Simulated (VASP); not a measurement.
# MgS (P1) in VASP: single point with PBE

Aim: the single point of MgS with PBE.

Everything below comes from runs of VASP 6.6.1. Logs are shortened: lines on timing, memory, paths and dates and some standing lists are left out, and cuts for length are marked.

### Step 1. The cell of the first run

The typed cell holds 16 atoms: a = 7.383 Å, b = 7.383 Å, c = 7.383 Å, α = 60.00°, β = 60.00°, γ = 60.00°.

### Step 2. Single point, PBE

INCAR reads:

```
SYSTEM = MgS
PREC = Accurate
ENCUT = 400
EDIFF = 1E-6
ISMEAR = -1
SIGMA = 0.0388
LREAL = Auto
LASPH = .TRUE.
NELM = 120
ALGO = Normal
ISIF = 2
LWAVE = .FALSE.
LCHARG = .FALSE.
GGA = PE
NBANDS = 46
GGA_COMPAT = .FALSE.
ISYM = -1
```

KPOINTS reads:

```
explicit points
4
Reciprocal
  0.25000000   0.25000000   0.25000000 2
  0.25000000   0.25000000   0.75000000 2
  0.25000000   0.75000000   0.25000000 2
  0.25000000   0.75000000   0.75000000 2
```

POSCAR reads:

```
MgS
1.0
    5.2205868380      0.0000000000     -5.2205868380
    0.0000000000      5.2205868380     -5.2205868380
    5.2205868380      5.2205868380      0.0000000000
Mg S
8 8
Direct
    0.4926699009      0.4897196578      0.0223639609
    0.4875916404      0.4865904119      0.4959184820
    0.5170710849      0.0029836684     -0.0052989254
    0.5075604682      0.0165635594      0.4953313833
    0.0150493618      0.5095073758     -0.0099535745
   -0.0057460015      0.4994360942      0.5071390597
   -0.0014458145     -0.0056593255     -0.0225114539
   -0.0055167170     -0.0165218016      0.5110949368
    0.2364870154      0.2547795950      0.7514002011
    0.2454433840      0.2579866099      0.2561877700
    0.2861596879      0.7467079125      0.7225054610
    0.2290789402      0.7552837683      0.2655725387
    0.7410355617      0.2578421817      0.7435912131
    0.7619326377      0.2543745639      0.2489655934
    0.7393266542      0.7465796702      0.7676891745
    0.7550521852      0.7396217360      0.2485731088
```

Potentials or basis: VASP PAW PBE potentials, release 64 (Mg, S).

Started as:

```
cat potpaw_PBE.64/Mg/POTCAR potpaw_PBE.64/S/POTCAR > POTCAR
mpirun -np 1 vasp_std > vasp.out
```

OUTCAR:

```text
SYSTEM = MgS
   PREC = Accurate
   ENCUT = 400
   EDIFF = 1E-6
   ISMEAR = -1
   LREAL = Auto
   LASPH = .TRUE.
   NELM = 120
   ISIF = 2
   GGA = PE
   ISYM = -1

 ion  position               nearest neighbor table
   1  0.493  0.490  0.022-  10 2.50  14 2.60  15 2.63  12 2.66  11 2.67  13 2.67   2 3.47   4 3.49
                             5 3.58   3 3.61   6 3.63
   2  0.488  0.487  0.496-  14 2.52   9 2.52  12 2.56  11 2.56  13 2.62  16 2.72   4 3.40   1 3.47
                             6 3.56   5 3.58   3 3.64   8 3.66
   3  0.517  0.003  0.995-  13 2.50  15 2.53  16 2.57  10 2.70   9 2.74  12 2.80   7 3.46   8 3.55
                             1 3.61   2 3.64
   4  0.508  0.017  0.495-  14 2.57  11 2.57   9 2.59  10 2.62  15 2.64  16 2.74   2 3.40   1 3.49
                             8 3.54
   5  0.015  0.510  0.990-  16 2.56   9 2.58  10 2.60  15 2.61  14 2.65  11 2.66   7 3.48   8 3.52
                             1 3.58   2 3.58
   6  0.994  0.499  0.507-   9 2.54  12 2.56  10 2.57  13 2.58  16 2.60  15 2.65   2 3.56   8 3.59
                             7 3.61   1 3.63
   7  0.999  0.994  0.977-  13 2.57  16 2.61   9 2.61  11 2.64  12 2.72  14 2.78   3 3.46   5 3.48
                             8 3.50   6 3.61
   8  0.994  0.983  0.511-  12 2.47  15 2.57  14 2.59  11 2.65  13 2.65  10 2.75   7 3.50   5 3.52
                             4 3.54   3 3.55   6 3.59   2 3.66
   9  0.236  0.255  0.751-   2 2.52   6 2.54   5 2.58   4 2.59   7 2.61   3 2.74
  10  0.245  0.258  0.256-   1 2.50   6 2.57   5 2.60   4 2.62   3 2.70   8 2.75
  11  0.286  0.747  0.723-   2 2.56   4 2.57   7 2.64   8 2.65   5 2.66   1 2.67
  12  0.229  0.755  0.266-   8 2.47   2 2.56   6 2.56   1 2.66   7 2.72   3 2.80
  13  0.741  0.258  0.744-   3 2.50   7 2.57   6 2.58   2 2.62   8 2.65   1 2.67
  14  0.762  0.254  0.249-   2 2.52   4 2.57   8 2.59   1 2.60   5 2.65   7 2.78
  15  0.739  0.747  0.768-   3 2.53   8 2.57   5 2.61   1 2.63   4 2.64   6 2.65
  16  0.755  0.740  0.249-   5 2.56   3 2.57   6 2.60   7 2.61   2 2.72   4 2.74

IMPORTANT INFORMATION: All symmetrisations will be switched off!
NOSYMM: (Re-)initialisation of all symmetry stuff for point group C_1.

----------------------------------------------------------------------------------------

                                     Primitive cell

  volume of cell :     284.5692

  direct lattice vectors                    reciprocal lattice vectors
     5.220586838  0.000000000 -5.220586838     0.095774674 -0.095774674 -0.095774674
     0.000000000  5.220586838 -5.220586838    -0.095774674  0.095774674 -0.095774674
     5.220586838  5.220586838  0.000000000     0.095774674  0.095774674  0.095774674

  length of vectors
     7.383024710  7.383024710  7.383024710     0.165886601  0.165886601  0.165886601

  position of ions in fractional coordinates (direct lattice)
     0.492669901  0.489719658  0.022363961
     0.487591640  0.486590412  0.495918482
     0.517071085  0.002983668  0.994701075
     0.507560468  0.016563559  0.495331383
     0.015049362  0.509507376  0.990046425
     0.994253998  0.499436094  0.507139060
[... 8 lines left out ...]
     0.739326654  0.746579670  0.767689174
     0.755052185  0.739621736  0.248573109

  ion indices of the primitive-cell ions
   primitive index   ion index
                 1           1
                 2           2
                 3           3
                 4           4
                 5           5
                 6           6
[... 8 lines left out ...]
                15          15
                16          16

----------------------------------------------------------------------------------------

 KPOINTS: explicit points

Read explicit list of k-points.

 Found      4 k-points:

 Following reciprocal coordinates:
            Coordinates               Weight
  0.250000  0.250000  0.250000      0.250000
  0.250000  0.250000  0.750000      0.250000
  0.250000  0.750000  0.250000      0.250000
  0.250000  0.750000  0.750000      0.250000
   k-points           NKPTS =      4   k-points in BZ     NKDIM =      4   number of bands    NBANDS=     46
   number of dos      NEDOS =    301   number of ions     NIONS =     16
   total plane-waves  NPLWV = 110592
   dimension x,y,z NGX =    48 NGY =   48 NGZ =   48
   dimension x,y,z NGXF=    96 NGYF=   96 NGZF=   96
   ions per type =               8   8
   NGX,Y,Z   is equivalent  to a cutoff of  10.81, 10.81, 10.81 a.u.
   NGXF,Y,Z  is equivalent  to a cutoff of  21.62, 21.62, 21.62 a.u.
 SYSTEM =  MgS
   PREC   = accura    normal or accurate (medium, high low for compatibility)
   ISTART =      0    job   : 0-new  1-cont  2-samecut
   ICHARG =      2    charge: 1-file 2-atom 10-const
   ISPIN  =      1    spin polarized calculation?
   LNONCOLLINEAR =      F non collinear calculations
   LSORBIT =      F    spin-orbit coupling
   LASPH  =      T    aspherical Exc in radial PAW
   ENCUT  =  400.0 eV  29.40 Ry    5.42 a.u.  12.04 12.04 12.04*2*pi/ulx,y,z
   NELM   =    120;   NELMIN=  2; NELMDL= -5     # of ELM steps
   EDIFF  = 0.1E-05   stopping-criterion for ELM
   LREAL  =      T    real-space projection
   EDIFFG = 0.1E-04   stopping-criterion for IOM
   NSW    =      0    number of steps for IOM
   IBRION =     -1    ionic relax: 0-MD 1-quasi-New 2-CG
   NFREE  =      0    steps in history (QN), initial steepest desc. (CG)
   ISIF   =      2    stress and relaxation
   ISYM   =     -1    0-nonsym 1-usesym 2-fastsym
   POTIM  = 0.5000    time-step for ionic-motion
   TEBEG  =    0.0;   TEEND  =   0.0 temperature during run
   PSTRESS=    0.0 pullay stress
   NELECT =      64.0000    total number of electrons
   NUPDOWN=      -1.0000    fix difference up-down
   EMIN   =  10.00;   EMAX   =-10.00  energy-range for DOS
   EFERMI =   0.00;   METHOD = LEGACY
   ISMEAR =    -1;   SIGMA  =   0.04  broadening in eV -4-tet -1-fermi 0-gaus
   EFERMI_NEDOS =   21; number of points for ismear=-14 and -15
   IALGO  =     38    algorithm
   IMIX   =      4    mixing-type and parameters
     AMIX     =   0.40;   BMIX     =  1.00
     AMIX_MAG =   1.60;   BMIX_MAG =  1.00
  volume/ion in A,a.u.               =      17.79       120.02
  Fermi-wavevector in a.u.,A,eV,Ry     =   0.995571  1.881356 13.485568  0.991161
  Thomas-Fermi vector in A             =   2.127600
   LORBIT       =      0    0 simple, 1 ext, 2 COOP (PROOUT), +10 PAW based schemes
   GGA     = PE    functional components
   LHFCALC =     F    Hartree Fock is set to
   AEXX    =    0.0000 exact exchange contribution
   IVDW    =     0    specifies the selected vdW correction
   LEPSILON=     F    determine dielectric tensor
   LRPA    =     F    only Hartree local field effects (RPA)
 non-spin polarized calculation
  energy-cutoff  :      400.00
  volume of cell :      284.57
 maximum number of plane-waves:      5179
 NGX is ok and might be reduce to    48
   NGX = 25   NGY = 25   NGZ = 25

 number of electron      64.0000001 magnetization

 Free energy of the ion-electron system (eV)
  ---------------------------------------------------
  ext. energy  EPLUGINS =         0.00000000
  ---------------------------------------------------
  free energy    TOTEN  =       -67.55396943 eV

  energy without entropy =      -67.55396943  energy(sigma->0) =      -67.55396943

 E-fermi :   4.5125     XC(G=0):  -9.6459

 val. band max:        3.5722459410   @ k =   0.2500   0.2500   0.2500
 cond. band min:       6.9596823970   @ k =   0.2500   0.2500   0.2500
 fundamental gap:      3.3874364560
 Fermi energy:         4.5125182367

 k-point     1 :       0.2500    0.2500    0.2500
  band No.  band energies     occupation
      1      -8.8418      2.00000
      2      -7.9612      2.00000
      3      -7.7101      2.00000
      4      -7.6746      2.00000
      5      -7.6305      2.00000
      6      -7.4153      2.00000
[... 36 lines left out ...]
     43       8.9366      0.00000
     44       9.8250      0.00000

 k-point     2 :       0.2500    0.2500    0.7500
  band No.  band energies     occupation
      1      -8.4978      2.00000
      2      -8.1440      2.00000
      3      -7.9152      2.00000
      4      -7.7451      2.00000
      5      -7.6691      2.00000
      6      -7.4833      2.00000
[... 36 lines left out ...]
     43       9.9569      0.00000
     44      10.3000      0.00000

 k-point     3 :       0.2500    0.7500    0.2500
  band No.  band energies     occupation
      1      -8.4901      2.00000
      2      -8.1580      2.00000
      3      -7.9241      2.00000
      4      -7.7618      2.00000
      5      -7.6214      2.00000
      6      -7.4990      2.00000
[... 36 lines left out ...]
     43       9.9347      0.00000
     44      10.2539      0.00000

 k-point     4 :       0.2500    0.7500    0.7500
  band No.  band energies     occupation
      1      -8.4842      2.00000
      2      -8.1799      2.00000
      3      -7.9222      2.00000
      4      -7.7044      2.00000
      5      -7.6437      2.00000
      6      -7.5163      2.00000
[... 36 lines left out ...]
     43       9.9804      0.00000
     44      10.2532      0.00000
 [bands above 44 left out]

------------------------ aborting loop because EDIFF is reached ----------------------------------------

  FORCE on cell =-STRESS in cart. coord.  units (eV):
  Direction    XX          YY          ZZ          XY          YZ          ZX
  --------------------------------------------------------------------------------------
  -------------------------------------------------------------------------------------
  Total        0.6124541      1.2585363      1.1544700     -0.3946709      0.2568789      0.6520242
  in kB        3.4482298      7.0857915      6.4998788     -2.2220699      1.4462758      3.6710165
  external PRESSURE =       5.6779667 kB  Pullay stress =       0.0000000 kB

 VOLUME and BASIS-vectors are now :
 -----------------------------------------------------------------------------
  energy-cutoff  :      400.00
  volume of cell :      284.57
      direct lattice vectors                 reciprocal lattice vectors
     5.220586838  0.000000000 -5.220586838     0.095774674 -0.095774674 -0.095774674
     0.000000000  5.220586838 -5.220586838    -0.095774674  0.095774674 -0.095774674
     5.220586838  5.220586838  0.000000000     0.095774674  0.095774674  0.095774674

 POSITION                                       TOTAL-FORCE (eV/Angst)
 -----------------------------------------------------------------------------------
      2.68878      2.67338     -5.12865        -0.184235     -0.003689     -0.310037
      5.13450      5.12927     -5.08580         0.044884      0.180579     -0.522843
      7.89234      5.20850     -2.71499        -0.086904      0.332574      0.577795
      5.23568      2.67239     -2.73623        -0.008266     -0.348756      0.185663
      5.24719      7.82855     -2.73849         0.077546      0.047798      0.159313
      7.83815      5.25491     -7.79794        -0.274307      0.041706     -0.035628
[... 8 lines left out ...]
      7.86751      7.90537     -7.75730        -0.114745     -0.159717     -0.185263
      5.23951      5.15896     -7.80308        -0.202125      0.268956     -0.411315
 -----------------------------------------------------------------------------------
    total drift:                               -0.004940      0.001102      0.003444

  FREE ENERGIE OF THE ION-ELECTRON SYSTEM (eV)
  ---------------------------------------------------
  free  energy   TOTEN  =       -67.5539694302 eV

  energy  without entropy=      -67.5539694302  energy(sigma->0) =      -67.55396943
```

Run time: 78 s. Hardware: 1 thread of Intel Xeon 8259CL, shared host; peak memory 0.31 GiB.

What came out:

```
Free energy            : -67.5540 eV
Pressure               : 0.6 GPa
Largest force          : 1.004 eV/Å
Band gap on the k mesh : 3.39 eV
```

Forces on the atoms (eV/Å):
```
Mg  -0.184 -0.004 -0.310
Mg   0.045  0.181 -0.523
Mg  -0.087  0.333  0.578
Mg  -0.008 -0.349  0.186
Mg   0.078  0.048  0.159
Mg  -0.274  0.042 -0.036
Mg   0.409  0.215  0.015
Mg   0.005  0.193 -0.377
S    0.430 -0.082  0.088
S    0.074 -0.444  0.083
S   -0.160  0.752  0.646
S   -0.173 -0.623 -0.384
S    0.408 -0.095  0.069
S   -0.245 -0.274  0.402
S   -0.115 -0.160 -0.185
S   -0.202  0.269 -0.411
```

Levels at points of the mesh, in eV from the valence-band top:
```tsv
k point	band 28	band 29	band 30	band 31	band 32	band 33	band 34	band 35	band 36	band 37
(0.25, 0.25, 0.25)	-0.68	-0.43	-0.41	-0.04	0.00	3.39	3.43	3.44	4.42	4.66
```

Caveat: the atoms stand as in a frame of molecular dynamics; a shifted mesh leaves out Γ, where band edges can lie; forces of over 1 eV/Å act on the atoms, so gaps and moduli don't describe the material at rest.
